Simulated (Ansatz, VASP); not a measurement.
Fe2Ge in VASP and in Ansatz

Contents of INCAR:

```
SYSTEM = Fe2Ge
PREC = Accurate
ENCUT = 520
EDIFF = 1E-7
ISMEAR = 0
SIGMA = 0.1
LREAL = .False.
LASPH = .True.
NELM = 150
ALGO = Normal
ISIF = 2
LWAVE = .False.
LCHARG = .True.
ISPIN = 2
MAGMOM = 2.4 2.4 2.4 2.4 0 0
LORBIT = 11
LMAXMIX = 4
GGA = PS
LELF = .True.
LVHAR = .True.
NBANDS = 43
```

Contents of KPOINTS:

```
Automatic mesh
0
Gamma
  8 8 6
  0 0 0
```

Contents of POSCAR:

```
Fe2Ge
1.0
    4.1328700000      0.0000000000      0.0000000000
   -2.0664300000      3.5791700000      0.0000000000
    0.0000000000      0.0000000000      5.0087500000
Fe Ge
4 2
Direct
    0.0000000000      0.0000000000      0.0000000000
    0.0000000000      0.0000000000      0.5000000000
    0.6666666667      0.3333333333      0.7500000000
    0.3333333333      0.6666666667      0.2500000000
    0.6666666667      0.3333333333      0.2500000000
    0.3333333333      0.6666666667      0.7500000000
```

Input for Ansatz:

```yaml
crystal:
  lattice:
    - [4.13287, 0.0, 0.0]
    - [-2.06643, 3.57917, 0.0]
    - [0.0, 0.0, 5.00875]
  atoms:
    - { symbol: Fe, position: [0.0, 0.0, 0.0], spin: 2.4 }
    - { symbol: Fe, position: [0.0, 0.0, 0.5], spin: 2.4 }
    - { symbol: Fe, position: [0.6666666666666666, 0.3333333333333333, 0.75], spin: 2.4 }
    - { symbol: Fe, position: [0.3333333333333333, 0.6666666666666666, 0.25], spin: 2.4 }
    - { symbol: Ge, position: [0.6666666666666666, 0.3333333333333333, 0.25] }
    - { symbol: Ge, position: [0.3333333333333333, 0.6666666666666666, 0.75] }
basis:
  ecutwfc: 510.0
kpoints:
  mp_grid:
    grid: [8, 8, 6]
hamiltonian:
  xc: pbesol
magnetization:
  spin_polarized: true
scf:
  occupations:
    method: gaussian
    width: 0.1
output:
  stress: true
```

Alike in both runs: task single point; functional PBEsol; k mesh 8 × 8 × 6; occupations gaussian, width 0.1 eV; collinear spin.

```csv
,VASP,Ansatz
version,VASP 6.6.1,Ansatz 0.2.0
potentials or method,"VASP PAW PBE potentials, release 64 (Fe, Ge_d), cutoff 520 eV","plane waves, PAW"
valence electrons in the cell,60,92
```

```tsv
	VASP	Ansatz	Ansatz less VASP
pressure (GPa)	-8.8	-9.1	-0.33
traceless stress, the component that is largest in VASP (GPa)	0.14	0.25	+0.105
net moment per atom (μB)	1.27	1.27	-0.002
size of the moment on the site where the two differ most (μB)	0.08	0.06	-0.027
```

VASP's potentials were made for PBE, not for PBEsol. Site moments also hang on the region over which each program counts them. VASP's potentials hold 60 valence electrons a cell and Ansatz's 92, so a difference there can come from the potentials and not from the codes.
